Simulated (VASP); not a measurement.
# AlN (P6_3mc) in VASP: further runs, part 2 of 2

VASP 6.6.1.

### 6 Single point, PBE

This run uses another cell than the first one, of 10.84 Å³/atom, 1.112 times its volume.

Input file INCAR:

```
PREC = Accurate
ENCUT = 520
EDIFF = 1E-6
ISMEAR = 0
SIGMA = 0.05
LREAL = False
LASPH = True
NELM = 80
ALGO = Normal
ISIF = 2
LWAVE = False
LCHARG = False
GGA = PE
NBANDS = 16
```

Input file KPOINTS:

```
regular mesh
0
Gamma
  9 9 6
```

Input file POSCAR:

```
AlN
1.0
    3.2238000000      0.0000000000      0.0000000000
   -1.6119000000      2.7918926967      0.0000000000
    0.0000000000      0.0000000000      4.8163000000
Al N
2 2
Direct
    0.3333333333      0.6666666667     -0.0054343900
    0.6666666667      0.3333333333      0.4945656100
    0.3333333333      0.6666666667      0.3904343900
    0.6666666667      0.3333333333      0.8904343900
```

Potentials or basis: VASP PAW PBE potentials, release 64 (Al, N).

Run with:

```
cat potpaw_PBE.64/Al/POTCAR potpaw_PBE.64/N/POTCAR > POTCAR
mpirun -np 1 vasp_std > vasp.out
```

OUTCAR:

```text
PREC = Accurate
   ENCUT = 520
   EDIFF = 1E-6
   ISMEAR = 0
   LREAL = False
   LASPH = True
   NELM = 80
   ISIF = 2
   GGA = PE

 ion  position               nearest neighbor table
   1  0.333  0.667  0.995-   3 1.91   4 1.93   4 1.93   4 1.93   2 3.04   2 3.04   2 3.04   2 3.04
                             2 3.04   2 3.04
   2  0.667  0.333  0.495-   4 1.91   3 1.93   3 1.93   3 1.93   1 3.04   1 3.04   1 3.04   1 3.04
                             1 3.04   1 3.04
   3  0.333  0.667  0.390-   1 1.91   2 1.93   2 1.93   2 1.93
   4  0.667  0.333  0.890-   2 1.91   1 1.93   1 1.93   1 1.93

  LATTYP: Found a hexagonal cell.
 ALAT       =     3.2238000000
 C/A-ratio  =     1.4939822570

  Lattice vectors:

 A1 = (   3.2238000000,   0.0000000000,   0.0000000000)
 A2 = (  -1.6119000000,   2.7918926967,   0.0000000000)
 A3 = (   0.0000000000,   0.0000000000,   4.8163000000)

Analysis of symmetry for initial positions (statically):
=====================================================================
 Subroutine PRICEL returns:
 Original cell was already a primitive cell.

 Routine SETGRP: Setting up the symmetry group for a
 hexagonal supercell.

 Subroutine GETGRP returns: Found 12 space group operations
 (whereof  6 operations were pure point group operations)
 out of a pool of 24 trial point group operations.

The static configuration has the point symmetry C_3v.
 The point group associated with its full space group is C_6v.

Analysis of symmetry for dynamics (positions and initial velocities):
=====================================================================
 Subroutine PRICEL returns:
 Original cell was already a primitive cell.

 Routine SETGRP: Setting up the symmetry group for a
 hexagonal supercell.

 Subroutine GETGRP returns: Found 12 space group operations
 (whereof  6 operations were pure point group operations)
[... 121 lines left out ...]
   EFERMI =   0.00;   METHOD = LEGACY
   ISMEAR =     0;   SIGMA  =   0.05  broadening in eV -4-tet -1-fermi 0-gaus
   EFERMI_NEDOS =   21; number of points for ismear=-14 and -15
   IALGO  =     38    algorithm
   IMIX   =      4    mixing-type and parameters
     AMIX     =   0.40;   BMIX     =  1.00
     AMIX_MAG =   1.60;   BMIX_MAG =  1.00
  volume/ion in A,a.u.               =      10.84        73.13
  Fermi-wavevector in a.u.,A,eV,Ry     =   1.174324  2.219151 18.762945  1.379038
  Thomas-Fermi vector in A             =   2.310723
   LORBIT       =      0    0 simple, 1 ext, 2 COOP (PROOUT), +10 PAW based schemes
   GGA     = PE    functional components
   LHFCALC =     F    Hartree Fock is set to
   AEXX    =    0.0000 exact exchange contribution
   IVDW    =     0    specifies the selected vdW correction
   LEPSILON=     F    determine dielectric tensor
   LRPA    =     F    only Hartree local field effects (RPA)
 non-spin polarized calculation
 Gauss-broadening in eV      SIGMA  =   0.05
  energy-cutoff  :      520.00
  volume of cell :       43.35
 maximum number of plane-waves:      1194
 NGX is ok and might be reduce to    24
   NGX = 11   NGY = 11   NGZ = 17

 number of electron      16.0000004 magnetization

 Free energy of the ion-electron system (eV)
  ---------------------------------------------------
  ext. energy  EPLUGINS =         0.00000000
  ---------------------------------------------------
  free energy    TOTEN  =       -29.66085889 eV

  energy without entropy =      -29.66085889  energy(sigma->0) =      -29.66085889

 E-fermi :   6.4543     XC(G=0): -10.7507

 val. band max:        6.2024173171   @ k =   0.0000   0.0000   0.0000
 cond. band min:       9.6936400297   @ k =   0.0000   0.0000   0.0000
 fundamental gap:      3.4912227127
 Fermi energy:         6.4542967080

 k-point     1 :       0.0000    0.0000    0.0000
  band No.  band energies     occupation
      1      -9.1633      2.00000
      2      -6.8379      2.00000
      3       0.2277      2.00000
      4       4.6349      2.00000
      5       4.6349      2.00000
      6       5.4887      2.00000
[... 433 lines left out ...]
      3       1.1655      2.00000
      4       1.6623      2.00000
      5       1.6623      2.00000
      6       3.4160      2.00000
[... 8 lines left out ...]
     15      18.3096      0.00000
     16      19.9747      0.00000

 [... further k-points ...]
[... 5 lines left out ...]
  --------------------------------------------------------------------------------------
  -------------------------------------------------------------------------------------
  Total       -2.6826276     -2.6826276      1.5580309      0.0000000     -0.0000000     -0.0000000
  in kB      -99.1495212    -99.1495212     57.5845948      0.0000000     -0.0000000     -0.0000000
  external PRESSURE =     -46.9048159 kB  Pullay stress =       0.0000000 kB

 VOLUME and BASIS-vectors are now :
 -----------------------------------------------------------------------------
  energy-cutoff  :      520.00
  volume of cell :       43.35
      direct lattice vectors                 reciprocal lattice vectors
     3.223800000  0.000000000  0.000000000     0.310192940  0.179089977  0.000000000
    -1.611900000  2.791892697  0.000000000     0.000000000  0.358179955  0.000000000
     0.000000000  0.000000000  4.816300000     0.000000000  0.000000000  0.207628262

 POSITION                                       TOTAL-FORCE (eV/Angst)
 -----------------------------------------------------------------------------------
     -0.00000      1.86126      4.79013        -0.000000      0.000000      0.000322
      1.61190      0.93063      2.38198         0.000000      0.000000      0.000322
     -0.00000      1.86126      1.88045        -0.000000      0.000000     -0.000322
      1.61190      0.93063      4.28860         0.000000     -0.000000     -0.000322
 -----------------------------------------------------------------------------------
    total drift:                               -0.000000     -0.000000      0.000754

  FREE ENERGIE OF THE ION-ELECTRON SYSTEM (eV)
  ---------------------------------------------------
  free  energy   TOTEN  =       -29.6608588934 eV

  energy  without entropy=      -29.6608588934  energy(sigma->0) =      -29.66085889
```

OSZICAR:

```text
N       E                     dE             d eps       ncg     rms          rms(c)
DAV:   1     0.413989199284E+02    0.41399E+02   -0.72234E+03  1536   0.892E+02
DAV:   2    -0.306050718968E+02   -0.72004E+02   -0.65928E+02  2168   0.186E+02
DAV:   3    -0.342338102286E+02   -0.36287E+01   -0.36167E+01  1824   0.434E+01
DAV:   4    -0.342570577253E+02   -0.23247E-01   -0.23246E-01  1944   0.390E+00
DAV:   5    -0.342573689052E+02   -0.31118E-03   -0.31118E-03  1864   0.455E-01    0.119E+01
DAV:   6    -0.296480847595E+02    0.46093E+01   -0.10454E+01  1896   0.234E+01    0.404E+00
DAV:   7    -0.296740269786E+02   -0.25942E-01   -0.64374E-01  1608   0.567E+00    0.288E+00
DAV:   8    -0.296664035686E+02    0.76234E-02   -0.70584E-02  1728   0.243E+00    0.710E-01
DAV:   9    -0.296602774356E+02    0.61261E-02   -0.13624E-02  1936   0.887E-01    0.267E-01
DAV:  10    -0.296609614140E+02   -0.68398E-03   -0.27711E-03  1648   0.335E-01    0.150E-01
DAV:  11    -0.296608541904E+02    0.10722E-03   -0.24179E-04  1800   0.122E-01    0.337E-02
DAV:  12    -0.296608591498E+02   -0.49594E-05   -0.14614E-05  1712   0.304E-02    0.105E-02
DAV:  13    -0.296608588934E+02    0.25637E-06   -0.56425E-06  1720   0.185E-02
   1 F= -.29660859E+02 E0= -.29660859E+02  d E =-.552766E-15
```

stdout:

```text
POSCAR found type information on POSCAR AlN
 POSCAR found :  2 types and       4 ions
 scaLAPACK will be used
 LDA part: xc-table for (Slater+PW92), standard interpolation
 POSCAR, INCAR and KPOINTS ok, starting setup
 FFT: planning ... GRIDC
 FFT: planning ... GRID_SOFT
 FFT: planning ... GRID
 WAVECAR not read
 entering main loop
```

Wall time 23 s (1 thread of Intel Xeon Platinum 8259CL at 2.50GHz (Skylake/Cascade Lake), shared host); peak memory 0.16 GiB.

Results:

| Property | Result |
| --- | --- |
| Free energy | -29.6609 eV |
| Pressure | -4.7 GPa |
| Band gap on the k mesh | 3.49 eV, direct |

Stress tensor (GPa, compression positive):
```
-9.91  0.00  0.00
 0.00 -9.91  0.00
 0.00  0.00  5.76
```

Levels at points of the mesh, in eV from the valence-band top:
| k point | band 6 | band 7 | band 8 | band 9 | band 10 | band 11 |
| --- | --- | --- | --- | --- | --- | --- |
| (0.00, 0.00, 0.00) | -0.71 | -0.71 | 0.00 | 3.49 | 5.37 | 9.85 |
| (0.00, 0.00, 0.50) | -1.16 | -1.16 | -1.16 | 5.59 | 5.59 | 9.91 |

### 7 Overview

```csv
cell,gap on the mesh (eV),pressure (GPa)
"a = 3.192, b = 3.193, c = 4.415 Å, angles 90.0, 90.0, 120.0°, 4 atoms",3.75,13.1
"a = 3.130, b = 3.130, c = 4.616 Å, angles 90.0, 90.0, 120.0°, 4 atoms",4.19,16.3
"a = 3.067, b = 3.067, c = 5.218 Å, angles 90.0, 90.0, 120.0°, 4 atoms",3.95,0.6
"a = 3.099, b = 3.099, c = 5.218 Å, angles 90.0, 90.0, 120.0°, 4 atoms",3.85,-3.3
"a = 3.224, b = 3.224, c = 4.816 Å, angles 90.0, 90.0, 120.0°, 4 atoms",3.49,-4.7
```

Alike in all rows: task single point; level PBE; potentials or basis VASP PAW PBE potentials, release 64 (Al, N); no spin polarisation; k mesh 9 × 9 × 6; cutoff (eV) 520; smearing gaussian 0.05 eV.

Total energies depend on the potentials used, so only differences within one code and one set of settings carry meaning.

### 8 How close it comes

Step 4. Measured gap of AlN: 6.034 eV (an exciton energy, a little under the gap; 10 K; quoted in “Self-assembly of well-separated AlN nanowires directly on sputtered metallic TiN films”, 2019, arxiv:1910.07391). This calculation gives 3.95 eV (-2.08 eV). 2 values of this kind are on record (6.034 to 6.0343 eV); this one was drawn at random. The value is that of PBE, without temperature or zero-point motion. Semilocal functionals fall short of measured gaps as a rule.
